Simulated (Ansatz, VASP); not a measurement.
## MgO: VASP beside Ansatz

```
Mg O
1.0
     3.30779    0.00000    0.00000
    -1.65389    2.86463    0.00000
     0.00000    0.00000    4.98288
Mg O
2 2
Direct
  0.33333 0.66667 0.00216
  0.66667 0.33333 0.50216
  0.27139 0.62132 0.37637
  0.60472 0.28799 0.87637
```

Change from the starting cell: all O atoms moved -0.225 Å, as atom 3 along Cartesian [1 1 1].

Alike in both runs: task single point; functional PBE; k mesh 9 × 9 × 6; occupations gaussian, width 0.05 eV; no spin polarisation.

```csv
,VASP,Ansatz
version,VASP 6.6.1,Ansatz 0.2.0
potentials or method,"VASP PAW PBE potentials, release 64 (Mg, O), cutoff 520 eV","scalar-relativistic, plane waves, PAW"
valence electrons in the cell,16,32
```

|  | VASP | Ansatz | Ansatz less VASP |
| --- | --- | --- | --- |
| gap on the k mesh at the Fermi level (eV) | 3.53 | 3.55 | +0.015 |
| least direct gap on the mesh (eV) | 3.53 | 3.55 | +0.015 |
| pressure (GPa) | 7.5 | 7.8 | +0.31 |
| traceless stress, the component that is largest in VASP (GPa) | 9.40 | 9.25 | -0.155 |
| rms of the force components (eV/Å) | 1.035 | 1.023 | -0.0127 |

Atom by atom the forces differ by 0.013 eV/Å (rms over components). The functional is the same, so the differences come from potentials, cutoffs and numerics. VASP's potentials hold 16 valence electrons a cell and Ansatz's 32, so a difference there can come from the potentials and not from the codes.
